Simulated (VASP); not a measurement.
# AlCu6 (R-3) in VASP: density of states with PBE

Aim: the density of states of AlCu6 with PBE.

Everything below comes from runs of VASP 6.6.1. Logs are shortened: lines on timing, memory, paths and dates and some standing lists are left out, and cuts for length are marked.

## Step 1: The cell of the first run

It takes space group R-3 (No. 148, trigonal). Conventional cell: a = 6.856 Å, b = 6.856 Å, c = 6.339 Å, α = 90.00°, β = 90.00°, γ = 120.00°. Within 3.4 Å of Al (site symmetry -3) lie 12 Cu at 2.59 Å. Within 3.4 Å of Cu (site symmetry 1) lie 10 Cu at 2.58 to 2.60 Å and 2 Al at 2.59 Å.

## Step 2: Density of states, PBE

POSCAR reads:

```
AlCu6
1.0
    3.4282209460      1.9792842860      2.1128532072
   -3.4282209460      1.9792842860      2.1128532072
    0.0000000000     -3.9585685720      2.1128532072
Al Cu
1 6
Direct
    0.0000000000      0.0000000000      0.0000000000
    0.2864472015      0.1441768478      0.5719388670
    0.7135527985      0.8558231522      0.4280611330
    0.5719388670      0.2864472015      0.1441768478
    0.4280611330      0.7135527985      0.8558231522
    0.1441768478      0.5719388670      0.2864472015
    0.8558231522      0.4280611330      0.7135527985
```

INCAR.step1 reads:

```
ALGO = Fast
EDIFF = 1E-6
ENCUT = 520
GGA = PE
ISIF = 2
ISMEAR = 0
LASPH = T
LCHARG = T
LMAXMIX = 4
LREAL = F
LWAVE = F
NBANDS = 44
NELM = 80
PREC = Accurate
SIGMA = 0.1
```

KPOINTS.step1 reads:

```
k-points
0
Gamma
  6 6 6
```

INCAR.step2 reads:

```
ALGO = Fast
EDIFF = 1E-6
ENCUT = 520
GGA = PE
ICHARG = 11
ISIF = 2
ISMEAR = -5
LASPH = T
LCHARG = F
LMAXMIX = 4
LORBIT = 11
LREAL = F
LWAVE = F
NEDOS = 2001
NELM = 80
PREC = Accurate
SIGMA = 0.1
```

KPOINTS.step2 reads:

```
k-points
0
Gamma
  9 9 9
```

Potentials or basis: VASP PAW PBE potentials, release 64 (Al, Cu).

Started as:

```
$ cat potpaw_PBE.64/Al/POTCAR potpaw_PBE.64/Cu/POTCAR > POTCAR
$ cp INCAR.step1 INCAR
$ cp KPOINTS.step1 KPOINTS
$ mpirun -np 1 vasp_std > vasp.out
$ cp INCAR.step2 INCAR
$ cp KPOINTS.step2 KPOINTS
$ mpirun -np 1 vasp_std > vasp.out
```

OUTCAR:

```text
EDIFF = 1E-6
   ENCUT = 520
   GGA = PE
   ICHARG = 11
   ISIF = 2
   ISMEAR = -5
   LASPH = T
   LORBIT = 11
   LREAL = F
   NELM = 80
   PREC = Accurate

 ion  position               nearest neighbor table
   1  0.000  0.000  0.000-   2 2.59   3 2.59   4 2.59   5 2.59   7 2.59   6 2.59   3 2.59   2 2.59
                             7 2.59   6 2.59   5 2.59   4 2.59
   2  0.286  0.144  0.572-   7 2.58   5 2.58   4 2.59   6 2.59   4 2.59   6 2.59   1 2.59   1 2.59
                             5 2.59   7 2.59   3 2.59   3 2.60
   3  0.714  0.856  0.428-   6 2.58   4 2.58   5 2.59   7 2.59   5 2.59   7 2.59   1 2.59   1 2.59
                             4 2.59   6 2.59   2 2.59   2 2.60
   4  0.572  0.286  0.144-   7 2.58   3 2.58   2 2.59   6 2.59   2 2.59   6 2.59   1 2.59   1 2.59
                             7 2.59   3 2.59   5 2.59   5 2.60
   5  0.428  0.714  0.856-   6 2.58   2 2.58   3 2.59   7 2.59   3 2.59   7 2.59   1 2.59   1 2.59
                             6 2.59   2 2.59   4 2.59   4 2.60
   6  0.144  0.572  0.286-   5 2.58   3 2.58   2 2.59   4 2.59   4 2.59   2 2.59   1 2.59   1 2.59
                             5 2.59   3 2.59   7 2.59   7 2.60
   7  0.856  0.428  0.714-   4 2.58   2 2.58   3 2.59   5 2.59   5 2.59   3 2.59   1 2.59   1 2.59
                             4 2.59   2 2.59   6 2.59   6 2.60

  LATTYP: Found a trigonal (rhomboedric) cell.
 ALAT       =     4.4871387113
 COS(alpha) =    -0.1674239899

  Lattice vectors:

 A1 = (   3.4282209460,   1.9792842860,   2.1128532072)
 A2 = (  -3.4282209460,   1.9792842860,   2.1128532072)
 A3 = (   0.0000000000,  -3.9585685720,   2.1128532072)

Analysis of symmetry for initial positions (statically):
=====================================================================
 Subroutine PRICEL returns:
 Original cell was already a primitive cell.

 Routine SETGRP: Setting up the symmetry group for a
 trigonal (rhombohedral) supercell.

 Subroutine GETGRP returns: Found  6 space group operations
 (whereof  6 operations were pure point group operations)
 out of a pool of 12 trial point group operations.

The static configuration has the point symmetry S_6 .

Analysis of symmetry for dynamics (positions and initial velocities):
=====================================================================
 Subroutine PRICEL returns:
 Original cell was already a primitive cell.

 Routine SETGRP: Setting up the symmetry group for a
 trigonal (rhombohedral) supercell.

 Subroutine GETGRP returns: Found  6 space group operations
 (whereof  6 operations were pure point group operations)
 out of a pool of 12 trial point group operations.

The dynamic configuration has the point symmetry S_6 .

[... 131 lines left out ...]
  volume/ion in A,a.u.               =      12.29        82.93
  Fermi-wavevector in a.u.,A,eV,Ry     =   1.521103  2.874468 31.480547  2.313755
  Thomas-Fermi vector in A             =   2.629864
   LORBIT       =     11    0 simple, 1 ext, 2 COOP (PROOUT), +10 PAW based schemes
   GGA     = PE    functional components
   LHFCALC =     F    Hartree Fock is set to
   AEXX    =    0.0000 exact exchange contribution
   IVDW    =     0    specifies the selected vdW correction
   LEPSILON=     F    determine dielectric tensor
   LRPA    =     F    only Hartree local field effects (RPA)
 non-spin polarized calculation
 RMM-DIIS sequential band-by-band and
 Fermi weights with tetrahedron method with Bloechl corrections
  energy-cutoff  :      520.00
  volume of cell :       86.02
 maximum number of plane-waves:      2332
 NGX is ok and might be reduce to    36

 number of electron      69.0000045 magnetization

 Free energy of the ion-electron system (eV)
  ---------------------------------------------------
  ext. energy  EPLUGINS =         0.00000000
  ---------------------------------------------------
  free energy    TOTEN  =       -26.85642602 eV

  energy without entropy =      -26.85642602  energy(sigma->0) =      -26.85642602

 E-fermi :   7.8762     XC(G=0): -12.3385

 val. band max:        7.9522200889   @ k =   0.1111  -0.1111  -0.2222
 cond. band min:       7.8204103554   @ k =   0.2222  -0.1111  -0.2222
 fundamental gap:     -0.1318097335
 Fermi energy:         7.8762177555

 k-point     1 :       0.0000    0.0000    0.0000
  band No.  band energies     occupation
      1      -2.0613      2.00000
      2       3.0421      2.00000
      3       3.1790      2.00000
      4       3.4494      2.00000
      5       3.4494      2.00000
      6       3.8025      2.00000
[... 1045 lines left out ...]
     40      12.3284      0.00000
     41      13.6446      0.00000

 [... further k-points ...]

------------------------ aborting loop because EDIFF is reached ----------------------------------------

  FORCE on cell =-STRESS in cart. coord.  units (eV):
  Direction    XX          YY          ZZ          XY          YZ          ZX
  --------------------------------------------------------------------------------------
  -------------------------------------------------------------------------------------
  Total       -0.0167983     -0.0167983     -0.0145020     -0.0000000      0.0000000      0.0000000
  in kB       -0.3128811     -0.3128811     -0.2701107     -0.0000004      0.0000000      0.0000000
  external PRESSURE =      -0.2986243 kB  Pullay stress =       0.0000000 kB

 VOLUME and BASIS-vectors are now :
 -----------------------------------------------------------------------------
  energy-cutoff  :      520.00
  volume of cell :       86.02
      direct lattice vectors                 reciprocal lattice vectors
     3.428220946  1.979284286  2.112853207     0.145848243  0.084205522  0.157764549
    -3.428220946  1.979284286  2.112853207    -0.145848243  0.084205522  0.157764549
     0.000000000 -3.958568572  2.112853207     0.000000000 -0.168411044  0.157764549

 POSITION                                       TOTAL-FORCE (eV/Angst)
 -----------------------------------------------------------------------------------
      0.00000      0.00000      0.00000        -0.000000     -0.000000      0.000000
      0.48773     -1.41173      2.11827         0.001354      0.003905     -0.006994
     -0.48773      1.41173      4.22029        -0.001354     -0.003905      0.006994
      0.97873      1.12826      2.11827        -0.004058     -0.000780     -0.006994
     -0.97873     -1.12826      4.22029         0.004058      0.000780      0.006994
     -1.46646      0.28348      2.11827         0.002705     -0.003124     -0.006994
      1.46646     -0.28348      4.22029        -0.002705      0.003124      0.006994
 -----------------------------------------------------------------------------------
    total drift:                               -0.000000     -0.000000      0.000000

  FREE ENERGIE OF THE ION-ELECTRON SYSTEM (eV)
  ---------------------------------------------------
  free  energy   TOTEN  =       -26.8564260216 eV

  energy  without entropy=      -26.8564260216  energy(sigma->0) =      -26.85642602

 total charge

# of ion       s       p       d       tot
------------------------------------------
    1        0.401   0.377   0.000   0.777
    2        0.444   0.392   9.165  10.002
    3        0.444   0.392   9.165  10.002
    4        0.444   0.392   9.165  10.002
    5        0.444   0.392   9.165  10.002
    6        0.444   0.392   9.165  10.002
    7        0.444   0.392   9.165  10.002
--------------------------------------------------
tot          3.065   2.731  54.991  60.787
```

OSZICAR.step1:

```text
N       E                     dE             d eps       ncg     rms          rms(c)
DAV:   1     0.600470979840E+03    0.60047E+03   -0.28787E+04  3520   0.257E+03
DAV:   2     0.420783364995E+02   -0.55839E+03   -0.54179E+03  3520   0.463E+02
DAV:   3    -0.309945132342E+02   -0.73073E+02   -0.68109E+02  3608   0.214E+02
DAV:   4    -0.336804351842E+02   -0.26859E+01   -0.26619E+01  4192   0.567E+01
DAV:   5    -0.337454834741E+02   -0.65048E-01   -0.65025E-01  5424   0.753E+00    0.217E+01
RMM:   6    -0.307924386917E+02    0.29530E+01   -0.77253E+01  3803   0.110E+02    0.140E+01
RMM:   7    -0.268451942694E+02    0.39472E+01   -0.18592E+01  3693   0.577E+01    0.172E+00
RMM:   8    -0.268444949905E+02    0.69928E-03   -0.44043E-01  4125   0.633E+00    0.648E-01
RMM:   9    -0.268528118618E+02   -0.83169E-02   -0.16843E-01  4206   0.197E+00    0.325E-01
RMM:  10    -0.268553523815E+02   -0.25405E-02   -0.53845E-02  3982   0.301E+00    0.364E-01
RMM:  11    -0.268550153877E+02    0.33699E-03   -0.20802E-02  4239   0.105E+00    0.573E-02
RMM:  12    -0.268557546586E+02   -0.73927E-03   -0.79299E-03  5362   0.514E-01    0.184E-02
RMM:  13    -0.268557796243E+02   -0.24966E-04   -0.34206E-04  4934   0.118E-01    0.149E-02
RMM:  14    -0.268557848685E+02   -0.52442E-05   -0.50682E-05  4142   0.656E-02    0.125E-02
RMM:  15    -0.268557850228E+02   -0.15426E-06   -0.30042E-05  3869   0.680E-02    0.125E-02
RMM:  16    -0.268557851916E+02   -0.16881E-06   -0.18931E-05  4177   0.365E-02    0.320E-03
RMM:  17    -0.268557857184E+02   -0.52679E-06   -0.63968E-06  3053   0.143E-02
   1 F= -.26855786E+02 E0= -.26851534E+02  d E =-.850371E-02
```

Run time: 4.1 min. Hardware: 1 thread of Intel Xeon Platinum 8559C (Emerald Rapids), shared host; peak memory 0.42 GiB.

What came out:

```yaml
Valence_electrons_inside_the_program's_atomic_spheres: Al 0.78; Cu 10.00
```

Levels at points of the mesh, in eV from the Fermi level:
| k point | band 31 | band 32 | band 33 | band 34 | band 35 | band 36 | band 37 | band 38 |
| --- | --- | --- | --- | --- | --- | --- | --- | --- |
| (0.00, 0.00, 0.00) | -1.99 | 0.01 | 0.01 | 0.13 | 0.42 | 0.44 | 0.44 | 4.08 |

Caveat: tetrahedron occupations give inexact forces and stress in metals.
